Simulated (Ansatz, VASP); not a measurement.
## YTe: VASP beside Ansatz

```xyz
2
Lattice="0.0000 2.9853 2.9853 2.9853 0.0000 2.9853 2.9853 2.9853 0.0000" Properties=species:S:1:pos:R:3 pbc="T T T"
Y     0.0000    0.0000    0.0000
Te    2.9853    2.9853    2.9853
```

Change from the starting cell: volume scaled by 0.94.

Alike in both runs: task single point; functional PBEsol; k mesh 12 × 12 × 12; occupations fermi-dirac, width 0.05 eV; no spin polarisation.

|  | VASP | Ansatz |
| --- | --- | --- |
| version | VASP 6.6.1 | Ansatz 0.2.0 |
| potentials or method | VASP PAW PBE potentials, release 64 (Y_sv, Te), cutoff 520 eV | all-electron LAPW, scalar-relativistic |

```tsv
	VASP	Ansatz	Ansatz less VASP
pressure (GPa)	4.3	4.2	-0.10
```

VASP's potentials were made for PBE, not for PBEsol. Ansatz ran all-electron here, and VASP with PAW potentials.

Spin-orbit coupling is off throughout.
